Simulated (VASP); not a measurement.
# Na (C2/m) in VASP: single point with PBEsol

Aim: the single point of Na with PBEsol.

Everything below comes from runs of VASP 6.6.1. Logs are shortened: lines on timing, memory, paths and dates and some standing lists are left out, and cuts for length are marked.

**1. The cell of the first run**

Symmetry: C2/m, No. 12, monoclinic system. The conventional cell has a = 6.393 Å, b = 3.713 Å, c = 9.614 Å, α = 90.00°, β = 103.07°, γ = 90.00°. Na (site symmetry 2/m) has 12 Na at 3.70 to 3.79 Å within 4.9 Å. Na (site symmetry m) has 12 Na at 3.70 to 3.79 Å within 4.9 Å.

**2. Single point, PBEsol**

File INCAR:

```
PREC = Accurate ; ENCUT = 520
EDIFF = 1E-7 ; ISMEAR = 0
SIGMA = 0.05 ; LREAL = False
LASPH = True ; NELM = 80
ALGO = Normal ; ISIF = 2
LWAVE = False ; LCHARG = False
GGA = PS ; NBANDS = 18
```

File KPOINTS:

```
regular mesh
0
Gamma
  12 12 4
```

File POSCAR:

```
Na
1.0
    3.1966520400     -1.8565520300      0.0000000000
    3.1966520400      1.8565520300      0.0000000000
   -2.1744518400      0.0000000000      9.3648511600
Na
3
Direct
    0.0000000000      0.0000000000      0.0000000000
    0.2224150000      0.2224150000      0.6666760000
    0.7775850000      0.7775850000      0.3333240000
```

Potentials or basis: VASP PAW PBE potentials, release 64 (Na_pv).

The run is started by

```console
$ cat potpaw_PBE.64/Na_pv/POTCAR > POTCAR
$ mpirun -np 1 vasp_std > vasp.out
```

OUTCAR:

```text
PREC = Accurate
   ENCUT = 520
   EDIFF = 1E-7
   ISMEAR = 0
   LREAL = False
   LASPH = True
   NELM = 80
   ISIF = 2
   GGA = PS

 ion  position               nearest neighbor table
   1  0.000  0.000  0.000-
   2  0.222  0.222  0.667-
   3  0.778  0.778  0.333-

  LATTYP: Found a base centered monoclinic cell.
 ALAT       =     6.3933040800
 B/A-ratio  =     0.5807801433
 C/A-ratio  =     1.5037582045
 COS(beta)  =    -0.2261759497

  Lattice vectors:

 A1 = (   3.1966520400,  -1.8565520300,   0.0000000000)
 A2 = (   3.1966520400,   1.8565520300,   0.0000000000)
 A3 = (  -2.1744518400,   0.0000000000,   9.3648511600)

Analysis of symmetry for initial positions (statically):
=====================================================================
 Subroutine PRICEL returns:
 Original cell was already a primitive cell.

 Routine SETGRP: Setting up the symmetry group for a
 base centered monoclinic supercell.

 Subroutine GETGRP returns: Found  4 space group operations
 (whereof  4 operations were pure point group operations)
 out of a pool of  4 trial point group operations.

The static configuration has the point symmetry C_2h.

Analysis of symmetry for dynamics (positions and initial velocities):
=====================================================================
 Subroutine PRICEL returns:
 Original cell was already a primitive cell.

 Routine SETGRP: Setting up the symmetry group for a
 base centered monoclinic supercell.

 Subroutine GETGRP returns: Found  4 space group operations
 (whereof  4 operations were pure point group operations)
 out of a pool of  4 trial point group operations.

The dynamic configuration has the point symmetry C_2h.

 Subroutine INISYM returns: Found  4 space group operations
 (whereof  4 operations are pure point group operations),
 and found     1 'primitive' translations

----------------------------------------------------------------------------------------

                                     Primitive cell

  volume of cell :     111.1561

  direct lattice vectors                    reciprocal lattice vectors
     3.196652040 -1.856552030  0.000000000     0.156413646 -0.269316449  0.036318136
     3.196652040  1.856552030  0.000000000     0.156413646  0.269316449  0.036318136
    -2.174451840  0.000000000  9.364851160     0.000000000  0.000000000  0.106782263

  length of vectors
     3.696670083  3.696670083  9.613983464     0.313553162  0.313553162  0.106782263

  position of ions in fractional coordinates (direct lattice)
     0.000000000  0.000000000  0.000000000
     0.222415000  0.222415000  0.666676000
     0.777585000  0.777585000  0.333324000

  ion indices of the primitive-cell ions
   primitive index   ion index
                 1           1
                 2           2
                 3           3

----------------------------------------------------------------------------------------

 KPOINTS: regular mesh

Automatic generation of k-mesh.
 Grid dimensions read from file:
 generate k-points for:   12   12    4

 Generating k-lattice:

  Cartesian coordinates                     Fractional coordinates (reciprocal lattice)
     0.013034470 -0.022443037  0.003026511     0.083333333  0.000000000 -0.000000000
     0.013034470  0.022443037  0.003026511     0.000000000  0.083333333 -0.000000000
     0.000000000  0.000000000  0.026695566     0.000000000  0.000000000  0.250000000

  Length of vectors
     0.026129430  0.026129430  0.026695566

  Shift w.r.t. Gamma in fractional coordinates (k-lattice)
     0.000000000  0.000000000  0.000000000

 Subroutine IBZKPT returns following result:
 ===========================================

 Found    164 irreducible k-points:

 Following reciprocal coordinates:
            Coordinates               Weight
  0.000000  0.000000  0.000000      1.000000
  0.083333  0.000000  0.000000      4.000000
  0.166667  0.000000 -0.000000      4.000000
  0.250000  0.000000  0.000000      4.000000
  0.333333  0.000000  0.000000      4.000000
  0.416667  0.000000  0.000000      4.000000
[... 16 lines left out ...]
  0.500000  0.166667  0.000000      4.000000
 -0.416667  0.166667 -0.000000      4.000000
 [... further k-points ...]
   k-points           NKPTS =    164   k-points in BZ     NKDIM =    164   number of bands    NBANDS=     18
   number of dos      NEDOS =    301   number of ions     NIONS =      3
   total plane-waves  NPLWV =  56448
   dimension x,y,z NGX =    28 NGY =   28 NGZ =   72
   dimension x,y,z NGXF=    56 NGYF=   56 NGZF=  144
   ions per type =               3
   NGX,Y,Z   is equivalent  to a cutoff of  12.59, 12.59, 12.45 a.u.
   NGXF,Y,Z  is equivalent  to a cutoff of  25.18, 25.18, 24.90 a.u.
 SYSTEM =  unknown system
   PREC   = accura    normal or accurate (medium, high low for compatibility)
   ISTART =      0    job   : 0-new  1-cont  2-samecut
   ICHARG =      2    charge: 1-file 2-atom 10-const
   ISPIN  =      1    spin polarized calculation?
   LNONCOLLINEAR =      F non collinear calculations
   LSORBIT =      F    spin-orbit coupling
   LASPH  =      T    aspherical Exc in radial PAW
   ENCUT  =  520.0 eV  38.22 Ry    6.18 a.u.   6.87  6.87 17.88*2*pi/ulx,y,z
   NELM   =     80;   NELMIN=  2; NELMDL= -5     # of ELM steps
   EDIFF  = 0.1E-06   stopping-criterion for ELM
   LREAL  =      F    real-space projection
   EDIFFG = 0.1E-05   stopping-criterion for IOM
   NSW    =      0    number of steps for IOM
   IBRION =     -1    ionic relax: 0-MD 1-quasi-New 2-CG
   NFREE  =      0    steps in history (QN), initial steepest desc. (CG)
   ISIF   =      2    stress and relaxation
   ISYM   =      2    0-nonsym 1-usesym 2-fastsym
   POTIM  = 0.5000    time-step for ionic-motion
   TEBEG  =    0.0;   TEEND  =   0.0 temperature during run
   PSTRESS=    0.0 pullay stress
   NELECT =      21.0000    total number of electrons
   NUPDOWN=      -1.0000    fix difference up-down
   EMIN   =  10.00;   EMAX   =-10.00  energy-range for DOS
   EFERMI =   0.00;   METHOD = LEGACY
   ISMEAR =     0;   SIGMA  =   0.05  broadening in eV -4-tet -1-fermi 0-gaus
   EFERMI_NEDOS =   21; number of points for ismear=-14 and -15
   IALGO  =     38    algorithm
   IMIX   =      4    mixing-type and parameters
     AMIX     =   0.40;   BMIX     =  1.00
     AMIX_MAG =   1.60;   BMIX_MAG =  1.00
  volume/ion in A,a.u.               =      37.05       250.04
  Fermi-wavevector in a.u.,A,eV,Ry     =   0.939370  1.775152 12.006005  0.882416
  Thomas-Fermi vector in A             =   2.066676
   LORBIT       =      0    0 simple, 1 ext, 2 COOP (PROOUT), +10 PAW based schemes
   GGA     = PS    functional components
   LHFCALC =     F    Hartree Fock is set to
   AEXX    =    0.0000 exact exchange contribution
   IVDW    =     0    specifies the selected vdW correction
   LEPSILON=     F    determine dielectric tensor
   LRPA    =     F    only Hartree local field effects (RPA)
 non-spin polarized calculation
 Gauss-broadening in eV      SIGMA  =   0.05
  energy-cutoff  :      520.00
  volume of cell :      111.16
 maximum number of plane-waves:      3014
   NGX = 13   NGY = 13   NGZ = 35

 number of electron      21.0000011 magnetization

 Free energy of the ion-electron system (eV)
  ---------------------------------------------------
  ext. energy  EPLUGINS =         0.00000000
  ---------------------------------------------------
  free energy    TOTEN  =        -4.19995765 eV

  energy without entropy =       -4.19772123  energy(sigma->0) =       -4.19883944

 E-fermi :   0.2803     XC(G=0):  -6.5019

 val. band max:        0.2738172805   @ k =  -0.2500  -0.0000   0.2500
 cond. band min:       0.2998753835   @ k =  -0.1667   0.0833   0.2500
 fundamental gap:      0.0260581029
 Fermi energy:         0.2802625249

 k-point     1 :       0.0000    0.0000    0.0000
  band No.  band energies     occupation
      1     -24.4987      2.00000
      2     -24.4986      2.00000
      3     -24.4779      2.00000
      4     -24.4778      2.00000
      5     -24.4777      2.00000
      6     -24.4777      2.00000
[... 10 lines left out ...]
     17      10.8010      0.00000
     18      10.8750      0.00000

 k-point     2 :       0.0833    0.0000    0.0000
  band No.  band energies     occupation
      1     -24.4991      2.00000
      2     -24.4975      2.00000
      3     -24.4799      2.00000
      4     -24.4793      2.00000
      5     -24.4784      2.00000
      6     -24.4782      2.00000
[... 10 lines left out ...]
     17      10.0144      0.00000
     18      10.3307      0.00000

 k-point     3 :       0.1667    0.0000   -0.0000
  band No.  band energies     occupation
      1     -24.4989      2.00000
      2     -24.4965      2.00000
      3     -24.4850      2.00000
      4     -24.4834      2.00000
      5     -24.4823      2.00000
      6     -24.4799      2.00000
[... 10 lines left out ...]
     17       9.0335      0.00000
     18       9.2942      0.00000

 k-point     4 :       0.2500    0.0000    0.0000
  band No.  band energies     occupation
      1     -24.4993      2.00000
      2     -24.4979      2.00000
      3     -24.4915      2.00000
      4     -24.4892      2.00000
      5     -24.4863      2.00000
      6     -24.4819      2.00000
[... 375 lines left out ...]
      4     -24.4920      2.00000
      5     -24.4878      2.00000
      6     -24.4860      2.00000
[... 10 lines left out ...]
     17       5.6628      0.00000
     18       6.1263      0.00000

 k-point    23 :       0.5000    0.1667    0.0000
  band No.  band energies     occupation
      1     -24.5064      2.00000
      2     -24.5048      2.00000
      3     -24.5032      2.00000
      4     -24.4921      2.00000
      5     -24.4900      2.00000
      6     -24.4868      2.00000
[... 10 lines left out ...]
     17       5.2153      0.00000
     18       5.7546      0.00000

 k-point    24 :      -0.4167    0.1667   -0.0000
  band No.  band energies     occupation
      1     -24.5077      2.00000
      2     -24.5060      2.00000
      3     -24.5039      2.00000
      4     -24.4923      2.00000
      5     -24.4912      2.00000
      6     -24.4858      2.00000
[... 10 lines left out ...]
     17       5.1008      0.00000
     18       6.2541      0.00000

 [... further k-points ...]

------------------------ aborting loop because EDIFF is reached ----------------------------------------

  FORCE on cell =-STRESS in cart. coord.  units (eV):
  Direction    XX          YY          ZZ          XY          YZ          ZX
  --------------------------------------------------------------------------------------
  -------------------------------------------------------------------------------------
  Total        0.0601008      0.0116814     -0.3816936      0.0000000      0.0000000     -0.0453693
  in kB        0.8662784      0.1683724     -5.5016388      0.0000000      0.0000000     -0.6539417
  external PRESSURE =      -1.4889960 kB  Pullay stress =       0.0000000 kB

 VOLUME and BASIS-vectors are now :
 -----------------------------------------------------------------------------
  energy-cutoff  :      520.00
  volume of cell :      111.16
      direct lattice vectors                 reciprocal lattice vectors
     3.196652040 -1.856552030  0.000000000     0.156413646 -0.269316449  0.036318136
     3.196652040  1.856552030  0.000000000     0.156413646  0.269316449  0.036318136
    -2.174451840  0.000000000  9.364851160     0.000000000  0.000000000  0.106782263

 POSITION                                       TOTAL-FORCE (eV/Angst)
 -----------------------------------------------------------------------------------
      0.00000      0.00000      0.00000         0.000000      0.000000      0.000000
     -0.02769      0.00000      6.24332         0.001413      0.000000     -0.000159
      4.24654      0.00000      3.12153        -0.001413      0.000000      0.000159
 -----------------------------------------------------------------------------------
    total drift:                               -0.000000      0.000000      0.000000

  FREE ENERGIE OF THE ION-ELECTRON SYSTEM (eV)
  ---------------------------------------------------
  free  energy   TOTEN  =        -4.1999576498 eV

  energy  without entropy=       -4.1977212276  energy(sigma->0) =       -4.19883944
```

Run time: 5.2 min. Hardware: 1 thread of Intel Xeon 8259CL, shared host; peak memory 0.37 GiB.

Results:

| Quantity | Value |
| --- | --- |
| Free energy | -4.2000 eV |
| Pressure | -0.1 GPa |
| Band gap on the k mesh | zero (an odd number of electrons rules out a gap without spin polarisation) |

Stress tensor (GPa, compression positive):
```
 0.09  0.00 -0.07
 0.00  0.02  0.00
-0.07  0.00 -0.55
```

Caveat: the PAW data sets were made with another functional, which shifts forces and pressure a little.
